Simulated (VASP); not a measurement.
Input of a VASP 6.6.1 run:

INCAR

```
SYSTEM = Ge
PREC = Accurate
ENCUT = 520
EDIFF = 1E-8
ISMEAR = -1
SIGMA = 0.05
LREAL = .FALSE.
LASPH = .TRUE.
NELM = 100
ALGO = Normal
ISIF = 2
LWAVE = .FALSE.
LCHARG = .FALSE.
GGA = PS
IBRION = 8
NSW = 1
```

Contents of KPOINTS:

```
Automatic mesh
0
G
  8 8 8
  0 0 0
```

File POSCAR:

```
Ge
1.0
    0.0000000000      2.8289100000      2.8289100000
    2.8289100000      0.0000000000      2.8289100000
    2.8289100000      2.8289100000      0.0000000000
Ge
2
Direct
    0.7500000000      0.7500000000      0.7500000000
    0.5000000000      0.5000000000      0.5000000000
```

Potentials or basis: VASP PAW PBE potentials, release 64 (Ge_d).

The run is started by

```console
$ cat potpaw_PBE.64/Ge_d/POTCAR > POTCAR
$ mpirun -np 1 vasp_std > vasp.out
```

(1) What does it give for the highest phonon frequency at Γ?

Results:

(1) 282 cm⁻¹.
